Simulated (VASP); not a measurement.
Input of a VASP 6.6.1 run:

File INCAR:

```
PREC = Accurate ; ENCUT = 520
EDIFF = 1E-6 ; ISMEAR = -1
SIGMA = 0.05 ; LREAL = F
LASPH = T ; NELM = 150
ALGO = Normal ; ISIF = 2
LWAVE = F ; LCHARG = F
LNONCOLLINEAR = T ; MAGMOM = 0 0 0
LORBIT = 11 ; LSORBIT = T
GGA_COMPAT = F ; LORBMOM = T
GGA = PS ; NBANDS = 18
```

Contents of KPOINTS:

```
Automatic mesh
0
Gamma
  7 7 7
```

POSCAR

```
I
1.0
    0.0000000000      2.3656004428      3.9098401324
    2.1922454667      0.0000000000      3.9098401324
    2.1922454667      2.3656004428      0.0000000000
I
1
Direct
    0.0000000000      0.0000000000      0.0000000000
```

Potentials or basis: VASP PAW PBE potentials, release 64 (I).

Command:

```sh
$ cat potpaw_PBE.64/I/POTCAR > POTCAR
$ mpirun -np 1 vasp_ncl > vasp.out
```

Q: What does it give for the pressure?

A: -0.8 GPa.

Q: Estimate the net moment.

A: 0.00 μB per cell.

Moments on the atoms (μB; x, y, z):
```
I   0.00 0.00 0.00
```

Caveat: the PAW data sets were made with another functional, which shifts forces and pressure a little.
